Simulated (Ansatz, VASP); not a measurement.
## WSe2 in VASP and in Ansatz

File INCAR:

```
  PREC = Accurate
  ENCUT = 520
  EDIFF = 1E-6
  ISMEAR = 0
  SIGMA = 0.05
  LREAL = False
  LASPH = True
  NELM = 60
  ALGO = Normal
  ISIF = 2
  LWAVE = False
  LCHARG = True
  GGA = PS
  LELF = True
  LVHAR = True
  NBANDS = 35
```

The input KPOINTS:

```
Automatic mesh
0
Gamma
  9 9 2
```

The input POSCAR:

```
WSe2
1.0
    3.2705808386      0.0000000000      0.0000000000
   -1.6352904193      2.8324060913      0.0000000000
    0.0000000000      0.0000000000     23.9869951139
W Se
2 4
Direct
    0.5820639573      0.3333333333      0.1722242248
    0.3333333333      0.6666666667      0.8623778584
    0.3333333333      0.6666666667      0.2073407565
    0.6666666667      0.3333333333      0.9321940382
    0.3333333333      0.6666666667      0.0678059618
    0.6666666667      0.3333333333      0.7926592435
```

Input for Ansatz:

```yaml
crystal:
  lattice:
    - [3.2705808386, 0.0, 0.0]
    - [-1.6352904193, 2.8324060913, 0.0]
    - [0.0, 0.0, 23.9869951139]
  atoms:
    - { symbol: W, position: [0.5820639573, 0.3333333333, 0.1722242248] }
    - { symbol: W, position: [0.3333333333, 0.6666666667, 0.8623778584] }
    - { symbol: Se, position: [0.3333333333, 0.6666666667, 0.2073407565] }
    - { symbol: Se, position: [0.6666666667, 0.3333333333, 0.9321940382] }
    - { symbol: Se, position: [0.3333333333, 0.6666666667, 0.0678059618] }
    - { symbol: Se, position: [0.6666666667, 0.3333333333, 0.7926592435] }
basis:
  ecutwfc: 420
kpoints:
  mp_grid: { grid: [9, 9, 2] }
hamiltonian:
  xc: pbesol
  pseudopotentials: { kind: paw, azcp: { folder: soft_1 } }
scf:
  occupations: { method: gaussian, width: 0.05 }
output:
  forces: true
  stress: true
  eigenvalues: true
```

Alike in both runs: task single point; functional PBEsol; k mesh 9 × 9 × 2; occupations gaussian, width 0.05 eV; no spin polarisation.

|  | VASP | Ansatz |
| --- | --- | --- |
| version | VASP 6.6.1 | Ansatz 0.2.0 |
| potentials or method | VASP PAW PBE potentials, release 64 (W_sv, Se), cutoff 520 eV | scalar-relativistic, plane waves, PAW |
| valence electrons in the cell | 52 | 92 |

```csv
,VASP,Ansatz,Ansatz less VASP
gap on the k mesh at the Fermi level (eV),none,none,-
rms of the force components (eV/Å),8.036,8.008,-0.0281
```

VASP's potentials were made for PBE, not for PBEsol, and Ansatz warns of the same on its side. Atom by atom the forces differ by 0.043 eV/Å (rms over components). A gap of «none» marks a metal or a gap that the smearing closes. VASP's potentials hold 52 valence electrons a cell and Ansatz's 92, so a difference there can come from the potentials and not from the codes.

Spin-orbit coupling is off throughout.
